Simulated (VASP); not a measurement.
Wanted: the native input for a VASP 6.6.1 run.

| Item | Value |
| --- | --- |
| Task | single point |
| Functional | PBEsol |
| Potentials or basis | VASP PAW PBE potentials, release 64 (K_sv, Br) |
| Cutoff | 520 eV |
| k mesh | 2 × 2 × 2 |
| Occupations | fermi-dirac, width 0.069 eV |
| Spin | no spin polarisation |
| Dipole correction | no |
| Further INCAR settings | LREAL = Auto; ALGO = Normal; EDIFF = 1e-06; NBANDS = 78 |

The structure of KBr lies in POSCAR:

```
KBr
1.0
    0.0000000000      6.6044956402      6.6044956402
    6.6044956402      0.0000000000      6.6044956402
    6.6044956402      6.6044956402      0.0000000000
K Br
8 8
Direct
    0.0044372048      0.0136533514     -0.0025910381
   -0.0017463862      0.0064042740      0.5071188146
   -0.0065237381      0.4972637093      0.0034603702
    0.0007724284      0.5057666296      0.4927276324
    0.4905635762      0.0006642445      0.0137892437
    0.5063803782     -0.0043602118      0.4919932084
    0.5001455342      0.4988562609      0.0011690522
    0.4886273193      0.4974245088      0.5174728225
    0.2531832998      0.2430418744      0.2527364830
    0.2446617559      0.2571476450      0.7503628998
    0.2469277124      0.7544945551      0.2520763266
    0.2565078535      0.7550397898      0.7361117737
    0.7501778743      0.2490368061      0.2431583860
    0.7495589019      0.2426930968      0.7542485863
    0.7549444002      0.7429540827      0.2473147215
    0.7525246848      0.7479231222      0.7516893447
```

The input as run:

INCAR

```
SYSTEM = KBr
PREC = Accurate ; ENCUT = 520
EDIFF = 1E-6 ; ISMEAR = -1
SIGMA = 0.069 ; LREAL = Auto
LASPH = .True. ; NELM = 80
ALGO = Normal ; ISIF = 2
LWAVE = .False. ; LCHARG = .False.
GGA = PS ; NBANDS = 78
```

KPOINTS

```
Automatic mesh
0
Gamma
  2 2 2
  0 0 0
```

Potentials or basis: VASP PAW PBE potentials, release 64 (K_sv, Br).

Command:

```bash
$ cat potpaw_PBE.64/K_sv/POTCAR potpaw_PBE.64/Br/POTCAR > POTCAR
$ mpirun -np 1 vasp_std > vasp.out
```

It gave:

```json
{
  "Pressure": "-0.2 GPa",
  "Largest force": "0.233 eV/Å",
  "Band gap on the k mesh": "4.27 eV"
}
```

Caveat: the PAW data sets were made with another functional, which shifts forces and pressure a little.

It took 6.3 min on 1 thread of Intel(R) Xeon(R) 6975P-C (Granite Rapids), with other jobs on the host, peak memory 0.77 GiB.
